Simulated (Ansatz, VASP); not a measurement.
# Zn2S: VASP beside Ansatz

```xyz
3
Lattice="4.7940 0.0000 0.0000 0.0000 4.7940 0.0000 0.0000 0.0000 3.8449" Properties=species:S:1:pos:R:3 pbc="T T T"
Zn    0.0000    2.3970    0.0000
Zn    2.3970    0.0000    0.0000
S     2.3970    2.3970    0.0000
```

Alike in both runs: functional PBE; k mesh 4 × 4 × 4; occupations gaussian, width 0.1 eV; no spin polarisation.

Ansatz relaxed the structure, and its values are those at the end. VASP's run is a single point on that final structure, the one shown.

```csv
,VASP,Ansatz
version,VASP 6.6.1,Ansatz 0.2.0
potentials or method,"VASP PAW PBE potentials, release 64 (Zn, S), cutoff 520 eV","scalar-relativistic, plane waves, PAW"
valence electrons in the cell,30,30
```

|  | VASP | Ansatz | Ansatz less VASP |
| --- | --- | --- | --- |
| gap on the k mesh at the Fermi level (eV) | none | none | - |
| pressure (GPa) | 0.0 | -0.1 | -0.11 |

A gap of «none» marks a metal or a gap that the smearing closes. The functional is the same, so the differences come from potentials, cutoffs and numerics.

The k mesh is coarse, so the values compare programs but aren't converged.
